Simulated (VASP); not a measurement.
# SiC (F-43m) in VASP: single point with PBE

Aim: the single point of SiC with PBE.

Program: VASP 6.6.1. These are calculated values, not measurements. Logs are shortened: lines on timing, memory, paths and dates and some standing lists are left out, and cuts for length are marked.

**1. The cell of the first run**

The structure is cubic, space group F-43m (No. 216). The conventional cell has a = 4.348 Å, b = 4.348 Å, c = 4.348 Å, α = 90.00°, β = 90.00°, γ = 90.00°. Si (site symmetry -43m) has 4 C at 1.88 Å within 2.5 Å. C (site symmetry -43m) has 4 Si at 1.88 Å within 2.5 Å.

**2. Single point, PBE**

File INCAR:

```
SYSTEM = SiC
PREC     = Accurate       ! precision mode
ENCUT    = 520            ! plane-wave cutoff, eV
EDIFF    = 1E-6           ! SCF threshold, eV
ISMEAR   = 0              ! smearing method
SIGMA    = 0.05           ! smearing width, eV
LREAL    = .False.        ! projectors in reciprocal space
LASPH    = .True.         ! aspherical terms in the spheres
NELM     = 60             ! most SCF steps
ALGO     = Normal         ! electronic algorithm
ISIF     = 2              ! what is computed and relaxed
LWAVE    = .False.        ! write WAVECAR
LCHARG   = .True.         ! write CHGCAR
GGA      = PE             ! functional
LELF     = .True.         ! ELF
LVHAR    = .True.       
NBANDS   = 36             ! bands
```

File KPOINTS:

```
regular mesh
0
Gamma
  10 10 2
  0 0 0
```

File POSCAR:

```
SiC
1.0
    2.1740000000     -2.1740000000      0.0000000000
    2.1740000000      0.0000000000     -2.1740000000
    8.6960000000      8.6960000000      8.6960000000
Si C
6 6
Direct
    0.6666666667      0.6666666667      0.1666666667
    0.0000000000      0.0000000000      0.0000000000
    0.3333333333      0.3333333333      0.3333333333
    0.6666666667      0.6666666667      0.6666666667
    0.0000000000      0.0000000000      0.5000000000
    0.3333333333      0.3333333333      0.8333333333
    0.6666666667      0.6666666667      0.5416666667
    1.0000000000      1.0000000000      0.3750000000
    0.3333333333      0.3333333333      0.7083333333
    0.6666666667      0.6666666667      0.0416666667
    0.0000000000      0.0000000000      0.8750000000
    0.3333333333      0.3333333333      0.2083333333
```

Potentials or basis: VASP PAW PBE potentials, release 64 (Si, C).

Launch:

```
$ cat potpaw_PBE.64/Si/POTCAR potpaw_PBE.64/C/POTCAR > POTCAR
$ mpirun -np 1 vasp_std > vasp.out
```

OUTCAR:

```text
SYSTEM = SiC
   PREC = Accurate
   ENCUT = 520
   EDIFF = 1E-6
   ISMEAR = 0
   LREAL = .False.
   LASPH = .True.
   NELM = 60
   ISIF = 2
   GGA = PE

 ion  position               nearest neighbor table
   1  0.667  0.667  0.167-  12 1.88  12 1.88  10 1.88  12 1.88   3 3.07   3 3.07   3 3.07   2 3.07
                             2 3.07   2 3.07
   2  0.000  0.000  0.000-  10 1.88  11 1.88  10 1.88  10 1.88   1 3.07   6 3.07   1 3.07   1 3.07
                             6 3.07   6 3.07
   3  0.333  0.333  0.333-   8 1.88  12 1.88   8 1.88   8 1.88   1 3.07   1 3.07   1 3.07   5 3.07
                             5 3.07   5 3.07
   4  0.667  0.667  0.667-   9 1.88   9 1.88   7 1.88   9 1.88   6 3.07   6 3.07   6 3.07   5 3.07
                             5 3.07   5 3.07
   5  0.000  0.000  0.500-   7 1.88   8 1.88   7 1.88   7 1.88   3 3.07   4 3.07   4 3.07   4 3.07
                             3 3.07   3 3.07
   6  0.333  0.333  0.833-   9 1.88  11 1.88  11 1.88  11 1.88   4 3.07   4 3.07   4 3.07   2 3.07
                             2 3.07   2 3.07
   7  0.667  0.667  0.542-   4 1.88   5 1.88   5 1.88   5 1.88
   8  0.000  0.000  0.375-   3 1.88   5 1.88   3 1.88   3 1.88
   9  0.333  0.333  0.708-   4 1.88   4 1.88   4 1.88   6 1.88
  10  0.667  0.667  0.042-   1 1.88   2 1.88   2 1.88   2 1.88
  11  0.000  0.000  0.875-   2 1.88   6 1.88   6 1.88   6 1.88
  12  0.333  0.333  0.208-   1 1.88   1 1.88   1 1.88   3 1.88

  LATTYP: Found a hexagonal cell.
 ALAT       =     3.0745002846
 C/A-ratio  =     4.8989794856

  Lattice vectors:

 A1 = (  -2.1740000000,   0.0000000000,   2.1740000000)
 A2 = (   2.1740000000,  -2.1740000000,   0.0000000000)
 A3 = (   8.6960000000,   8.6960000000,   8.6960000000)

Analysis of symmetry for initial positions (statically):
=====================================================================
 Subroutine PRICEL returns following result:

  LATTYP: Found a face centered cubic cell.
 ALAT       =     4.3480000007

  Lattice vectors:

 A1 = (  -2.1740000004,  -2.1740000002,  -0.0000000002)
 A2 = (  -0.0000000013,  -2.1740000007,   2.1739999993)
 A3 = (  -2.1740000000,   0.0000000000,   2.1740000000)

   6 primitive cells build up your supercell.

 Routine SETGRP: Setting up the symmetry group for a
 hexagonal supercell.

 Subroutine GETGRP returns: Found  6 space group operations
 (whereof  6 operations were pure point group operations)
 out of a pool of 24 trial point group operations.

The static configuration has the point symmetry C_3v.

Analysis of symmetry for dynamics (positions and initial velocities):
=====================================================================
 Subroutine PRICEL returns following result:

  LATTYP: Found a face centered cubic cell.
 ALAT       =     4.3480000007

  Lattice vectors:

 A1 = (  -2.1740000004,  -2.1740000002,  -0.0000000002)
 A2 = (  -0.0000000013,  -2.1740000007,   2.1739999993)
 A3 = (  -2.1740000000,   0.0000000000,   2.1740000000)

   6 primitive cells build up your supercell.

 Routine SETGRP: Setting up the symmetry group for a
 hexagonal supercell.

 Subroutine GETGRP returns: Found  6 space group operations
 (whereof  6 operations were pure point group operations)
 out of a pool of 24 trial point group operations.

The dynamic configuration has the point symmetry C_3v.

 Subroutine INISYM returns: Found  6 space group operations
 (whereof  6 operations are pure point group operations),
 and found     6 'primitive' translations

----------------------------------------------------------------------------------------

                                     Primitive cell

  volume of cell :      20.5498

  direct lattice vectors                    reciprocal lattice vectors
    -2.174000000 -2.174000000 -0.000000000    -0.229990800 -0.229990800 -0.229990800
    -0.000000001 -2.174000001  2.173999999     0.229990800 -0.229990800  0.229990800
    -2.174000000  0.000000000  2.174000000    -0.229990800  0.229990800  0.229990800

  length of vectors
     3.074500285  3.074500285  3.074500285     0.398355752  0.398355752  0.398355752

  position of ions in fractional coordinates (direct lattice)
     0.999999999  0.000000000  0.000000000
     0.749999999  0.750000000  0.750000000

  ion indices of the primitive-cell ions
   primitive index   ion index
                 1           1
                 2          10

----------------------------------------------------------------------------------------

 KPOINTS: regular mesh

Automatic generation of k-mesh.
 Grid dimensions read from file:
 generate k-points for:   10   10    2

 Generating k-lattice:

  Cartesian coordinates                     Fractional coordinates (reciprocal lattice)
     0.015332720 -0.030665440  0.015332720     0.100000000  0.000000000  0.000000000
     0.015332720  0.015332720 -0.030665440     0.000000000  0.100000000  0.000000000
     0.019165900  0.019165900  0.019165900     0.000000000  0.000000000  0.500000000

  Length of vectors
     0.037557340  0.037557340  0.033196313

  Shift w.r.t. Gamma in fractional coordinates (k-lattice)
     0.000000000  0.000000000  0.000000000

 Subroutine IBZKPT returns following result:
 ===========================================

 Found     28 irreducible k-points:

 Following reciprocal coordinates:
            Coordinates               Weight
  0.000000  0.000000  0.000000      1.000000
  0.100000  0.000000  0.000000      6.000000
  0.200000  0.000000  0.000000      6.000000
  0.300000  0.000000  0.000000      6.000000
  0.400000  0.000000  0.000000      6.000000
  0.500000  0.000000  0.000000      3.000000
[... 16 lines left out ...]
  0.400000  0.100000  0.500000     12.000000
  0.500000  0.100000  0.500000     12.000000
 [... further k-points ...]
   k-points           NKPTS =     28   k-points in BZ     NKDIM =     28   number of bands    NBANDS=     36
   number of dos      NEDOS =    301   number of ions     NIONS =     12
   total plane-waves  NPLWV =  64512
   dimension x,y,z NGX =    24 NGY =   24 NGZ =  112
   dimension x,y,z NGXF=    48 NGYF=   48 NGZF=  224
   ions per type =               6   6
   NGX,Y,Z   is equivalent  to a cutoff of  12.98, 12.98, 12.36 a.u.
   NGXF,Y,Z  is equivalent  to a cutoff of  25.95, 25.95, 24.72 a.u.
 SYSTEM =  SiC
   PREC   = accura    normal or accurate (medium, high low for compatibility)
   ISTART =      0    job   : 0-new  1-cont  2-samecut
   ICHARG =      2    charge: 1-file 2-atom 10-const
   ISPIN  =      1    spin polarized calculation?
   LNONCOLLINEAR =      F non collinear calculations
   LSORBIT =      F    spin-orbit coupling
   LASPH  =      T    aspherical Exc in radial PAW
   ENCUT  =  520.0 eV  38.22 Ry    6.18 a.u.   5.72  5.72 28.01*2*pi/ulx,y,z
   NELM   =     60;   NELMIN=  2; NELMDL= -5     # of ELM steps
   EDIFF  = 0.1E-05   stopping-criterion for ELM
   LREAL  =      F    real-space projection
   EDIFFG = 0.1E-04   stopping-criterion for IOM
   NSW    =      0    number of steps for IOM
   IBRION =     -1    ionic relax: 0-MD 1-quasi-New 2-CG
   NFREE  =      0    steps in history (QN), initial steepest desc. (CG)
   ISIF   =      2    stress and relaxation
   ISYM   =      2    0-nonsym 1-usesym 2-fastsym
   POTIM  = 0.5000    time-step for ionic-motion
   TEBEG  =    0.0;   TEEND  =   0.0 temperature during run
   PSTRESS=    0.0 pullay stress
   NELECT =      48.0000    total number of electrons
   NUPDOWN=      -1.0000    fix difference up-down
   EMIN   =  10.00;   EMAX   =-10.00  energy-range for DOS
   EFERMI =   0.00;   METHOD = LEGACY
   ISMEAR =     0;   SIGMA  =   0.05  broadening in eV -4-tet -1-fermi 0-gaus
   EFERMI_NEDOS =   21; number of points for ismear=-14 and -15
   IALGO  =     38    algorithm
   IMIX   =      4    mixing-type and parameters
     AMIX     =   0.40;   BMIX     =  1.00
     AMIX_MAG =   1.60;   BMIX_MAG =  1.00
  volume/ion in A,a.u.               =      10.27        69.34
  Fermi-wavevector in a.u.,A,eV,Ry     =   1.195369  2.258920 19.441458  1.428907
  Thomas-Fermi vector in A             =   2.331336
   LORBIT       =      0    0 simple, 1 ext, 2 COOP (PROOUT), +10 PAW based schemes
   GGA     = PE    functional components
   LHFCALC =     F    Hartree Fock is set to
   AEXX    =    0.0000 exact exchange contribution
   IVDW    =     0    specifies the selected vdW correction
   LEPSILON=     F    determine dielectric tensor
   LRPA    =     F    only Hartree local field effects (RPA)
 non-spin polarized calculation
 Gauss-broadening in eV      SIGMA  =   0.05
  energy-cutoff  :      520.00
  volume of cell :      123.30
 maximum number of plane-waves:      3348
   NGX = 11   NGY = 11   NGZ = 57

 number of electron      47.9999999 magnetization

 Free energy of the ion-electron system (eV)
  ---------------------------------------------------
  ext. energy  EPLUGINS =         0.00000000
  ---------------------------------------------------
  free energy    TOTEN  =       -90.32529833 eV

  energy without entropy =      -90.32529833  energy(sigma->0) =      -90.32529833

 E-fermi :   8.4635     XC(G=0): -11.3864

 val. band max:        8.1843257657   @ k =   0.0000   0.0000   0.0000
 cond. band min:       9.5349220646   @ k =   0.5000   0.0000   0.0000
 fundamental gap:      1.3505962989
 Fermi energy:         8.4634535447

 k-point     1 :       0.0000    0.0000    0.0000
  band No.  band energies     occupation
      1      -7.2731      2.00000
      2      -6.7309      2.00000
      3      -6.7309      2.00000
      4      -5.1952      2.00000
      5      -5.1952      2.00000
      6      -3.6813      2.00000
[... 28 lines left out ...]
     35      15.5413      0.00000
     36      15.8683      0.00000
[... 866 lines left out ...]
      6      -2.1464      2.00000
[... 28 lines left out ...]
     35      15.9575      0.00000
     36      16.0346      0.00000

 [... further k-points ...]

------------------------ aborting loop because EDIFF is reached ----------------------------------------

  FORCE on cell =-STRESS in cart. coord.  units (eV):
  Direction    XX          YY          ZZ          XY          YZ          ZX
  --------------------------------------------------------------------------------------
  -------------------------------------------------------------------------------------
  Total        3.6797254      3.6797254      3.6797254     -0.0010204     -0.0010204     -0.0010204
  in kB       47.8152162     47.8152162     47.8152162     -0.0132591     -0.0132591     -0.0132591
  external PRESSURE =      47.8152162 kB  Pullay stress =       0.0000000 kB

 VOLUME and BASIS-vectors are now :
 -----------------------------------------------------------------------------
  energy-cutoff  :      520.00
  volume of cell :      123.30
      direct lattice vectors                 reciprocal lattice vectors
     2.174000000 -2.174000000  0.000000000     0.153327200 -0.306654400  0.153327200
     2.174000000  0.000000000 -2.174000000     0.153327200  0.153327200 -0.306654400
     8.696000000  8.696000000  8.696000000     0.038331800  0.038331800  0.038331800

 POSITION                                       TOTAL-FORCE (eV/Angst)
 -----------------------------------------------------------------------------------
      4.34800      0.00000      0.00000         0.000043      0.000043      0.000043
      0.00000      0.00000      0.00000         0.000043      0.000043      0.000043
      4.34800      2.17400      2.17400         0.000043      0.000043      0.000043
      8.69600      4.34800      4.34800         0.000043      0.000043      0.000043
      4.34800      4.34800      4.34800         0.000043      0.000043      0.000043
      8.69600      6.52200      6.52200         0.000043      0.000043      0.000043
      7.60900      3.26100      3.26100        -0.000043     -0.000043     -0.000043
      3.26100      3.26100      3.26100        -0.000043     -0.000043     -0.000043
      7.60900      5.43500      5.43500        -0.000043     -0.000043     -0.000043
      3.26100     -1.08700     -1.08700        -0.000043     -0.000043     -0.000043
      7.60900      7.60900      7.60900        -0.000043     -0.000043     -0.000043
      3.26100      1.08700      1.08700        -0.000043     -0.000043     -0.000043
 -----------------------------------------------------------------------------------
    total drift:                               -0.000001     -0.000001     -0.000001

  FREE ENERGIE OF THE ION-ELECTRON SYSTEM (eV)
  ---------------------------------------------------
  free  energy   TOTEN  =       -90.3252983254 eV

  energy  without entropy=      -90.3252983254  energy(sigma->0) =      -90.32529833
```

It took 2.1 min on 1 thread of AMD EPYC 7R43 (Zen 3), shared host; peak memory 0.24 GiB.

Results:

```
Free energy            : -90.3253 eV
Pressure               : 4.8 GPa
Band gap on the k mesh : 1.35 eV
```

Caveat: the cell stands under pressure.
